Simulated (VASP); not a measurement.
Crystal: Ni.

```
CELL_PARAMETERS angstrom
0.00000 1.68575 1.68575
1.68575 0.00000 1.68575
1.68575 1.68575 0.00000
ATOMIC_POSITIONS crystal
Ni 0.00000 0.00000 0.00000
```

Base run:

* Program: VASP 6.6.1
* Functional: PBE
* Potentials or basis: VASP PAW PBE potentials, release 64 (Ni)
* Cutoff: 520 eV
* k mesh: 24 × 24 × 24
* Occupations: gaussian, width 0.15 eV
* Spin: collinear spin, ferromagnetic start
* Starting moments: [0.25] μB
* Fixed moment: 0.25 μB

Its results: pressure 33.3 GPa; site moments Ni +0.25 μB.

**Question.** The run is repeated on the same cell with these changes: fixed moment from 0.25 μB to 0.75 μB; moments at the start from [0.25] to [0.75]. What comes out?

**Answer.** Pressure 35.7 GPa; site moments Ni +0.75 μB.

Caveats: the cell stands under pressure; the total moment is fixed, so each spin has its own Fermi level.
